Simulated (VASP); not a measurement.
# Li (Im-3m) in VASP: notebook

Li is run at these levels: PBE+D3(BJ); tasks: single point, relaxation of cell and atoms.

Program: VASP 6.6.1. These are calculated values, not measurements. Logs are shortened: lines on timing, memory, paths and dates and some standing lists are left out, and cuts for length are marked.

## 1. The cell of the first run

Symmetry: Im-3m, No. 229, cubic system. The conventional cell has a = 3.350 Å, b = 3.350 Å, c = 3.350 Å, α = 90.00°, β = 90.00°, γ = 90.00°. Within 3.8 Å of Li (site symmetry m-3m) lie 14 Li at 2.90 to 3.35 Å.

## 2. Single point, PBE+D3(BJ)

File INCAR:

```
PREC = Accurate ; ENCUT = 520
EDIFF = 1E-6 ; ISMEAR = 0
SIGMA = 0.1 ; LREAL = F
LASPH = T ; NELM = 100
ALGO = Normal ; ISIF = 2
LWAVE = F ; LCHARG = F
GGA = PE ; IVDW = 12
NBANDS = 8
```

File KPOINTS:

```
regular mesh
0
Gamma
  8 8 8
```

File POSCAR:

```
Li
1.0
   -1.6750000000      1.6750000000      1.6750000000
    1.6750000000     -1.6750000000      1.6750000000
    1.6750000000      1.6750000000     -1.6750000000
Li
1
Direct
    0.0000000000      0.0000000000      0.0000000000
```

Potentials or basis: VASP PAW PBE potentials, release 64 (Li_sv).

On the command line:

```bash
cat potpaw_PBE.64/Li_sv/POTCAR > POTCAR
mpirun -np 1 vasp_std > vasp.out
```

OUTCAR:

```text
PREC = Accurate
   ENCUT = 520
   EDIFF = 1E-6
   ISMEAR = 0
   LREAL = F
   LASPH = T
   NELM = 100
   ISIF = 2
   GGA = PE
   IVDW = 12
 IVDW          = 12

 ion  position               nearest neighbor table
   1  0.000  0.000  0.000-

  LATTYP: Found a body centered cubic cell.
 ALAT       =     3.3500000000

  Lattice vectors:

 A1 = (  -1.6750000000,   1.6750000000,   1.6750000000)
 A2 = (   1.6750000000,  -1.6750000000,   1.6750000000)
 A3 = (   1.6750000000,   1.6750000000,  -1.6750000000)

Analysis of symmetry for initial positions (statically):
=====================================================================
 Subroutine PRICEL returns:
 Original cell was already a primitive cell.

 Routine SETGRP: Setting up the symmetry group for a
 body centered cubic supercell.

 Subroutine GETGRP returns: Found 48 space group operations
 (whereof 48 operations were pure point group operations)
 out of a pool of 48 trial point group operations.

The static configuration has the point symmetry O_h .

Analysis of symmetry for dynamics (positions and initial velocities):
=====================================================================
 Subroutine PRICEL returns:
 Original cell was already a primitive cell.

 Routine SETGRP: Setting up the symmetry group for a
 body centered cubic supercell.

 Subroutine GETGRP returns: Found 48 space group operations
 (whereof 48 operations were pure point group operations)
 out of a pool of 48 trial point group operations.

The dynamic configuration has the point symmetry O_h .

 Subroutine INISYM returns: Found 48 space group operations
 (whereof 48 operations are pure point group operations),
 and found     1 'primitive' translations

----------------------------------------------------------------------------------------

                                     Primitive cell

  volume of cell :      18.7977

  direct lattice vectors                    reciprocal lattice vectors
    -1.675000000  1.675000000  1.675000000     0.000000000  0.298507463  0.298507463
     1.675000000 -1.675000000  1.675000000     0.298507463  0.000000000  0.298507463
     1.675000000  1.675000000 -1.675000000     0.298507463  0.298507463  0.000000000

  length of vectors
     2.901185103  2.901185103  2.901185103     0.422153302  0.422153302  0.422153302

  position of ions in fractional coordinates (direct lattice)
     0.000000000  0.000000000  0.000000000

[... 76 lines left out ...]
   LREAL  =      F    real-space projection
   EDIFFG = 0.1E-04   stopping-criterion for IOM
   NSW    =      0    number of steps for IOM
   IBRION =     -1    ionic relax: 0-MD 1-quasi-New 2-CG
   NFREE  =      0    steps in history (QN), initial steepest desc. (CG)
   ISIF   =      2    stress and relaxation
   ISYM   =      2    0-nonsym 1-usesym 2-fastsym
   POTIM  = 0.5000    time-step for ionic-motion
   TEBEG  =    0.0;   TEEND  =   0.0 temperature during run
   PSTRESS=    0.0 pullay stress
   NELECT =       3.0000    total number of electrons
   NUPDOWN=      -1.0000    fix difference up-down
   EMIN   =  10.00;   EMAX   =-10.00  energy-range for DOS
   EFERMI =   0.00;   METHOD = LEGACY
   ISMEAR =     0;   SIGMA  =   0.10  broadening in eV -4-tet -1-fermi 0-gaus
   EFERMI_NEDOS =   21; number of points for ismear=-14 and -15
   IALGO  =     38    algorithm
   IMIX   =      4    mixing-type and parameters
     AMIX     =   0.40;   BMIX     =  1.00
     AMIX_MAG =   1.60;   BMIX_MAG =  1.00
  volume/ion in A,a.u.               =      18.80       126.85
  Fermi-wavevector in a.u.,A,eV,Ry     =   0.888002  1.678080 10.728832  0.788547
  Thomas-Fermi vector in A             =   2.009374
   LORBIT       =      0    0 simple, 1 ext, 2 COOP (PROOUT), +10 PAW based schemes
   GGA     = PE    functional components
   LHFCALC =     F    Hartree Fock is set to
   AEXX    =    0.0000 exact exchange contribution
   IVDW    =    12    specifies the selected vdW correction
   LEPSILON=     F    determine dielectric tensor
   LRPA    =     F    only Hartree local field effects (RPA)
 non-spin polarized calculation
 Gauss-broadening in eV      SIGMA  =   0.10
  energy-cutoff  :      520.00
  volume of cell :       18.80
 maximum number of plane-waves:       532
 NGX is ok and might be reduce to    24
   NGX = 11   NGY = 11   NGZ = 11

 number of electron       3.0000006 magnetization

 Free energy of the ion-electron system (eV)
  ---------------------------------------------------
  ext. energy  EPLUGINS =         0.00000000
  ---------------------------------------------------
  free energy    TOTEN  =        -1.88886346 eV

  energy without entropy =       -1.88300165  energy(sigma->0) =       -1.88593255

 E-fermi :   0.8838     XC(G=0):  -7.2303

 val. band max:        0.8196303260   @ k =   0.2500   0.2500   0.0000
 cond. band min:       0.9345084864   @ k =   0.3750   0.1250   0.0000
 fundamental gap:      0.1148781604
 Fermi energy:         0.8837502625

 k-point     1 :       0.0000    0.0000    0.0000
  band No.  band energies     occupation
      1     -45.5607      2.00000
      2      -2.8141      2.00000
      3      16.2570      0.00000
      4      16.2570      0.00000
      5      16.2571      0.00000
      6      21.1871      0.00000
      7      21.1871      0.00000
      8      21.1871      0.00000
[... 243 lines left out ...]
 k-point    24 :      -0.3750    0.3750    0.2500
  band No.  band energies     occupation
      1     -45.5289      2.00000
      2       1.2349      0.00000
      3       7.0506      0.00000
      4       8.6374      0.00000
      5      12.2213      0.00000
      6      14.5231      0.00000
      7      18.9958      0.00000
      8      22.2829      0.00000

 [... further k-points ...]

------------------------ aborting loop because EDIFF is reached ----------------------------------------

 Edisp (eV)   -0.18227

 E8    (eV) :    -0.0758

  FORCE on cell =-STRESS in cart. coord.  units (eV):
  Direction    XX          YY          ZZ          XY          YZ          ZX
  --------------------------------------------------------------------------------------
  -------------------------------------------------------------------------------------
  Total      -0.04817    -0.04817    -0.04817     0.00000     0.00000    -0.00000
  in kB      -4.10536    -4.10536    -4.10536     0.00000     0.00000    -0.00000
  external pressure =       -4.11 kB  Pullay stress =        0.00 kB

 VOLUME and BASIS-vectors are now :
 -----------------------------------------------------------------------------
  energy-cutoff  :      520.00
  volume of cell :       18.80
      direct lattice vectors                 reciprocal lattice vectors
    -1.675000000  1.675000000  1.675000000     0.000000000  0.298507463  0.298507463
     1.675000000 -1.675000000  1.675000000     0.298507463  0.000000000  0.298507463
     1.675000000  1.675000000 -1.675000000     0.298507463  0.298507463  0.000000000

 POSITION                                       TOTAL-FORCE (eV/Angst)
 -----------------------------------------------------------------------------------
      0.00000      0.00000      0.00000         0.000000      0.000000      0.000000
 -----------------------------------------------------------------------------------
    total drift:                               -0.000000      0.000000      0.000000

  FREE ENERGIE OF THE ION-ELECTRON SYSTEM (eV)
  ---------------------------------------------------
  free  energy   TOTEN  =        -2.0711328892 eV

  energy  without entropy=       -2.0652710853  energy(sigma->0) =       -2.06820199
```

stdout:

```text
POSCAR found type information on POSCAR Li
 POSCAR found :  1 types and       1 ions
 scaLAPACK will be used
 LDA part: xc-table for (Slater+PW92), standard interpolation
 POSCAR, INCAR and KPOINTS ok, starting setup
 FFT: planning ... GRIDC
 FFT: planning ... GRID_SOFT
 FFT: planning ... GRID
 WAVECAR not read
 entering main loop
```

Run time: 1.7 s. Hardware: 1 thread of Intel Xeon 6975P-C (Granite Rapids), shared host; peak memory 0.13 GiB.

What came out:

- Free energy: -2.0711 eV
- Band gap on the k mesh: zero (an odd number of electrons rules out a gap without spin polarisation)
- Dispersion energy per atom: -0.182 eV

Levels at points of the mesh, in eV from the Fermi level:
```tsv
k point	band 1	band 2	band 3	band 4
(0.00, 0.00, 0.00)	-46.44	-3.70	15.37	15.37
(0.50, 0.00, 0.00)	-46.42	0.19	3.48	10.88
(0.50, 0.50, 0.50)	-46.40	5.76	5.76	5.76
```

Caveat: the cutoff is under 1.25 times the usual one of these potentials, so pressure, stress and relaxed cells hold a basis-set (Pulay) error.

## 3. Single point, PBE+D3(BJ)

This run uses another cell than the first one, of 18.32 Å³/atom.

File INCAR:

```
ALGO = Normal ; EDIFF = 1E-6
ENCUT = 520 ; GGA = PE
ISIF = 2 ; ISMEAR = 0
IVDW = 12 ; LASPH = True
LCHARG = False ; LREAL = False
LWAVE = False ; NBANDS = 8
NELM = 80 ; PREC = Accurate
SIGMA = 0.1
```

File KPOINTS:

```
k-points
0
Gamma
  18 18 18
```

File POSCAR:

```
Li
1.0
   -1.6607067850      1.6607067850      1.6607067850
    1.6607067850     -1.6607067850      1.6607067850
    1.6607067850      1.6607067850     -1.6607067850
Li
1
Direct
    0.0000000000      0.0000000000      0.0000000000
```

Potentials or basis: VASP PAW PBE potentials, release 64 (Li_sv).

On the command line:

```bash
cat potpaw_PBE.64/Li_sv/POTCAR > POTCAR
mpirun -np 1 vasp_std > vasp.out
```

Wall time 6.6 s (1 thread of Intel Xeon 6975P-C (Granite Rapids), shared host); peak memory 0.15 GiB.

It converged, with:

* Free energy: -2.0834 eV
* Band gap on the k mesh: zero (an odd number of electrons rules out a gap without spin polarisation)
* Dispersion energy per atom: -0.187 eV

Levels at points of the mesh, in eV from the Fermi level:
```tsv
k point	band 1	band 2	band 3	band 4
(0.00, 0.00, 0.00)	-46.37	-3.70	15.69	15.69
(0.50, 0.00, 0.00)	-46.34	0.21	3.60	11.11
(0.50, 0.50, 0.50)	-46.32	5.89	5.89	5.89
```

Caveat: the cutoff is under 1.25 times the usual one of these potentials, so pressure, stress and relaxed cells hold a basis-set (Pulay) error.

## 4. Relaxation of cell and atoms, PBE+D3(BJ)

File INCAR:

```
PREC = Accurate
ENCUT = 600
EDIFF = 1E-6
ISMEAR = 0
SIGMA = 0.1
LREAL = False
LASPH = True
NELM = 80
ALGO = Normal
ISIF = 3
LWAVE = False
LCHARG = False
GGA = PE
IVDW = 12
IBRION = 2
NSW = 100
EDIFFG = -0.005
```

File KPOINTS:

```
Automatic mesh
0
Gamma
  18 18 18
```

File POSCAR:

```
Li
1.0
   -1.6750000000      1.6750000000      1.6750000000
    1.6750000000     -1.6750000000      1.6750000000
    1.6750000000      1.6750000000     -1.6750000000
Li
1
Direct
    0.0000000000      0.0000000000      0.0000000000
```

Potentials or basis: VASP PAW PBE potentials, release 64 (Li_sv).

On the command line:

```bash
cat potpaw_PBE.64/Li_sv/POTCAR > POTCAR
mpirun -np 1 vasp_std > vasp.out
```

OUTCAR:

```text
PREC = Accurate
   ENCUT = 600
   EDIFF = 1E-6
   ISMEAR = 0
   LREAL = False
   LASPH = True
   NELM = 80
   ISIF = 3
   GGA = PE
   IVDW = 12
   IBRION = 2
   NSW = 100
   EDIFFG = -0.005
 IVDW          = 12

 ion  position               nearest neighbor table
   1  0.000  0.000  0.000-

  LATTYP: Found a body centered cubic cell.
 ALAT       =     3.3500000000

  Lattice vectors:

 A1 = (  -1.6750000000,   1.6750000000,   1.6750000000)
 A2 = (   1.6750000000,  -1.6750000000,   1.6750000000)
 A3 = (   1.6750000000,   1.6750000000,  -1.6750000000)

Analysis of symmetry for initial positions (statically):
=====================================================================
 Subroutine PRICEL returns:
 Original cell was already a primitive cell.

 Routine SETGRP: Setting up the symmetry group for a
 body centered cubic supercell.

 Subroutine GETGRP returns: Found 48 space group operations
 (whereof 48 operations were pure point group operations)
 out of a pool of 48 trial point group operations.

The static configuration has the point symmetry O_h .

Analysis of symmetry for dynamics (positions and initial velocities):
=====================================================================
 Subroutine PRICEL returns:
 Original cell was already a primitive cell.

 Routine SETGRP: Setting up the symmetry group for a
 body centered cubic supercell.

 Subroutine GETGRP returns: Found 48 space group operations
 (whereof 48 operations were pure point group operations)
 out of a pool of 48 trial point group operations.

The dynamic configuration has the point symmetry O_h .

 Subroutine INISYM returns: Found 48 space group operations
 (whereof 48 operations are pure point group operations),
 and found     1 'primitive' translations

----------------------------------------------------------------------------------------

                                     Primitive cell
[... 91 lines left out ...]
   EDIFFG = -.5E-02   stopping-criterion for IOM
   NSW    =    100    number of steps for IOM
   IBRION =      2    ionic relax: 0-MD 1-quasi-New 2-CG
   NFREE  =      1    steps in history (QN), initial steepest desc. (CG)
   ISIF   =      3    stress and relaxation
   ISYM   =      2    0-nonsym 1-usesym 2-fastsym
   POTIM  = 0.5000    time-step for ionic-motion
   TEBEG  =    0.0;   TEEND  =   0.0 temperature during run
   PSTRESS=    0.0 pullay stress
   NELECT =       3.0000    total number of electrons
   NUPDOWN=      -1.0000    fix difference up-down
   EMIN   =  10.00;   EMAX   =-10.00  energy-range for DOS
   EFERMI =   0.00;   METHOD = LEGACY
   ISMEAR =     0;   SIGMA  =   0.10  broadening in eV -4-tet -1-fermi 0-gaus
   EFERMI_NEDOS =   21; number of points for ismear=-14 and -15
   IALGO  =     38    algorithm
   IMIX   =      4    mixing-type and parameters
     AMIX     =   0.40;   BMIX     =  1.00
     AMIX_MAG =   1.60;   BMIX_MAG =  1.00
  volume/ion in A,a.u.               =      18.80       126.85
  Fermi-wavevector in a.u.,A,eV,Ry     =   0.888002  1.678080 10.728832  0.788547
  Thomas-Fermi vector in A             =   2.009374
   LORBIT       =      0    0 simple, 1 ext, 2 COOP (PROOUT), +10 PAW based schemes
   GGA     = PE    functional components
   LHFCALC =     F    Hartree Fock is set to
   AEXX    =    0.0000 exact exchange contribution
   IVDW    =    12    specifies the selected vdW correction
   LEPSILON=     F    determine dielectric tensor
   LRPA    =     F    only Hartree local field effects (RPA)
 conjugate gradient relaxation of ions
 non-spin polarized calculation
 Gauss-broadening in eV      SIGMA  =   0.10
  energy-cutoff  :      600.00
  volume of cell :       18.80
 maximum number of plane-waves:       642
   NGX = 11   NGY = 11   NGZ = 11

--------------------------------------- Ionic step        1  -------------------------------------------

 number of electron       3.0000006 magnetization

 Free energy of the ion-electron system (eV)
  ---------------------------------------------------
  ext. energy  EPLUGINS =         0.00000000
  ---------------------------------------------------
  free energy    TOTEN  =        -1.90053640 eV

  energy without entropy =       -1.89802764  energy(sigma->0) =       -1.89928202

------------------------ aborting loop because EDIFF is reached ----------------------------------------

 Edisp (eV)   -0.18227

 E8    (eV) :    -0.0758
[... 69 lines left out ...]
--------------------------------------- Ionic step        3  -------------------------------------------

 number of electron       3.0000000 magnetization

 Free energy of the ion-electron system (eV)
  ---------------------------------------------------
  ext. energy  EPLUGINS =         0.00000000
  ---------------------------------------------------
  free energy    TOTEN  =        -1.89517232 eV

  energy without entropy =       -1.89266509  energy(sigma->0) =       -1.89391871

 E-fermi :   0.9538     XC(G=0):  -7.3180

 val. band max:        0.9321526465   @ k =   0.2778   0.2222  -0.0000
 cond. band min:       0.9791537049   @ k =   0.3333   0.1667   0.0000
 fundamental gap:      0.0470010584
 Fermi energy:         0.9538215794

 k-point     1 :       0.0000    0.0000    0.0000
  band No.  band energies     occupation
      1     -45.3965      2.00000
      2      -2.7545      2.00000
      3      16.7448      0.00000
      4      16.7448      0.00000
      5      16.7448      0.00000
[... 177 lines left out ...]
 k-point    24 :       0.3889    0.1111   -0.0000
  band No.  band energies     occupation
      1     -45.3668      2.00000
      2       1.0571      0.14423
      3       5.1035      0.00000
      4      10.8966      0.00000
      5      12.7561      0.00000

 [... further k-points ...]

------------------------ aborting loop because EDIFF is reached ----------------------------------------

 Edisp (eV)   -0.18870

 E8    (eV) :    -0.0784
[... 24 lines left out ...]
  FREE ENERGIE OF THE ION-ELECTRON SYSTEM (eV)
  ---------------------------------------------------
  free  energy   TOTEN  =        -2.0838675151 eV

  energy  without entropy=       -2.0813602850  energy(sigma->0) =       -2.08261390

 reached required accuracy - stopping structural energy minimisation
```

OSZICAR:

```text
N       E                     dE             d eps       ncg     rms          rms(c)
DAV:   1     0.777923747530E+00    0.77792E+00   -0.77972E+02  1965   0.463E+02
DAV:   2    -0.173405317308E+01   -0.25120E+01   -0.23618E+01  2670   0.605E+01
DAV:   3    -0.189827436395E+01   -0.16422E+00   -0.16407E+00  2570   0.107E+01
[... 21 lines left out ...]
DAV:   3    -0.189531851825E+01    0.67264E-03   -0.28238E-03  3715   0.367E-01    0.168E-01
DAV:   4    -0.189516049498E+01    0.15802E-03   -0.34976E-04  3665   0.160E-01    0.885E-03
DAV:   5    -0.189516835007E+01   -0.78551E-05   -0.84950E-06  1985   0.383E-02    0.513E-03
DAV:   6    -0.189517248932E+01   -0.41392E-05   -0.12708E-06  1330   0.117E-02    0.461E-04
DAV:   7    -0.189517232450E+01    0.16482E-06   -0.19014E-07   990   0.645E-03
   3 F= -.20838675E+01 E0= -.20826139E+01  d E =-.106168E-02
```

Run time: 9.7 s. Hardware: 1 thread of Intel Xeon 6975P-C (Granite Rapids), shared host; peak memory 0.15 GiB.

What came out:

```
Free energy                           : -2.0839 eV
Relaxed volume                        : 18.16 Å³/atom
Relaxed cell                          : a = 2.868 Å, b = 2.868 Å, c = 2.868 Å, α = 109.47°, β = 109.47°, γ = 109.47°
Space group after relaxing (to 0.1 Å) : Im-3m (No. 229)
Energy gained by relaxing             : 1.1 meV/atom
Ionic steps                           : 3
Pressure after relaxing               : 0.0 GPa
Band gap on the k mesh                : zero (an odd number of electrons rules out a gap without spin polarisation)
Dispersion energy per atom            : -0.189 eV
```

The path:
| step | energy change (eV) | largest force (eV/Å) | pressure (GPa) | volume (Å³) |
| --- | --- | --- | --- | --- |
| 1 | 0.0000 | 0.0000 | -0.51 | 18.80 |
| 2 | -0.0004 | 0.0000 | -0.39 | 18.64 |
| 3 | -0.0011 | 0.0000 | -0.01 | 18.16 |

Final structure:
```yaml
crystal:
  lattice:
    - [-1.65582, 1.65582, 1.65582]
    - [1.65582, -1.65582, 1.65582]
    - [1.65582, 1.65582, -1.65582]
  atoms:
    - { symbol: Li, position: [0.00000, 0.00000, 0.00000] }
```

Levels at points of the mesh, in eV from the Fermi level:
| k point | band 1 | band 2 | band 3 | band 4 | band 5 |
| --- | --- | --- | --- | --- | --- |
| (0.00, 0.00, 0.00) | -46.35 | -3.71 | 15.79 | 15.79 | 15.79 |
| (0.50, 0.00, 0.00) | -46.32 | 0.21 | 3.63 | 11.18 | 12.74 |
| (0.50, 0.50, 0.50) | -46.30 | 5.92 | 5.92 | 5.92 | 8.27 |

Caveat: the cutoff is under 1.25 times the usual one of these potentials, so pressure, stress and relaxed cells hold a basis-set (Pulay) error.

## 5. The runs side by side

| task | cell | k mesh | cutoff (eV) | gap on the mesh (eV) |
| --- | --- | --- | --- | --- |
| single point | a = 2.901 Å, angles 109.5°, 1 atom | 8 × 8 × 8 | 520 | none |
| single point | a = 2.876 Å, angles 109.5°, 1 atom | 18 × 18 × 18 | 520 | none |
| relaxation of cell and atoms | relaxed from a = 2.901 Å, angles 109.5°, 1 atom | 18 × 18 × 18 | 600 | none |

Alike in all rows: level PBE+D3(BJ); potentials or basis VASP PAW PBE potentials, release 64 (Li_sv); no spin polarisation; smearing gaussian 0.1 eV.

Caveats: the cutoff is under 1.25 times the usual one of these potentials, so pressure, stress and relaxed cells hold a basis-set (Pulay) error.

Absolute energies hang on the potentials; compare differences alone.

The gap in the log of VASP goes by the Fermi energy; the results here count the filled bands.